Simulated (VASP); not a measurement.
A run of VASP 6.6.1 is set up as follows.

File INCAR:

```
ALGO     = Normal         # electronic algorithm
EDIFF    = 1E-6           # SCF threshold, eV
ENCUT    = 520            # plane-wave cutoff, eV
GGA      = PS             # functional
ISIF     = 2              # what is computed and relaxed
ISMEAR   = -1             # smearing method
LASPH    = T              # aspherical terms in the spheres
LCHARG   = F              # write CHGCAR
LREAL    = F              # projectors in reciprocal space
LWAVE    = F              # write WAVECAR
NBANDS   = 42             # bands
NELM     = 100            # most SCF steps
PREC     = Accurate       # precision mode
SIGMA    = 0.05           # smearing width, eV
```

KPOINTS

```
Automatic mesh
0
Gamma
  2 2 2
  0.5 0.5 0.5
```

Contents of POSCAR:

```
Si4HO7
1.0
    4.1943470000      0.0000000000      0.0000000000
    0.0000000000      4.1943470000      0.0000000000
    0.0000000000      0.0000000000      5.3570950000
Si O H
4 7 1
Direct
    0.0042730000      0.0067710000      0.9930620000
    0.0232800000      0.0074580000      0.5048090000
    0.4966720000      0.4651000000      0.2439500000
    0.5178810000      0.4910200000      0.7259230000
    0.3025950000      0.3009810000      0.9964240000
    0.7415840000      0.6982750000      0.0036460000
    0.6650900000      0.6614320000      0.4842440000
    0.1965210000      0.7845280000      0.2468110000
    0.1503200000      0.8293500000      0.7389750000
    0.8041590000      0.2243180000      0.2648300000
    0.8033570000      0.2183450000      0.7356460000
    0.9324810000      0.3921730000      0.2681320000
```

Potentials or basis: VASP PAW PBE potentials, release 64 (Si, O, H).

Command:

```sh
$ cat potpaw_PBE.64/Si/POTCAR potpaw_PBE.64/O/POTCAR potpaw_PBE.64/H/POTCAR > POTCAR
$ mpirun -np 1 vasp_std > vasp.out
```

What does it give for the largest force?

8.543 eV/Å.

Predict the pressure.

34.6 GPa.

Forces on the atoms (eV/Å):
```
Si   0.852 -1.268 -0.524
Si   1.555  1.148 -1.892
Si  -6.275  3.431  0.566
Si  -2.789 -0.280  1.890
O    0.089 -0.480  0.091
O   -3.885 -1.211 -0.087
O    2.976  4.470 -1.022
O   -0.609  0.779 -0.564
O    4.233 -3.318  2.550
O   -2.697 -7.452 -3.192
O    0.677 -1.754  1.698
H    5.873  5.933  0.487
```

Caveat: the k points lie up to 0.75 Å⁻¹ apart; the PAW data sets were made with another functional, which shifts forces and pressure a little; an odd number of electrons without spin polarisation forces a metal; a magnetic or distorted state may lie lower.
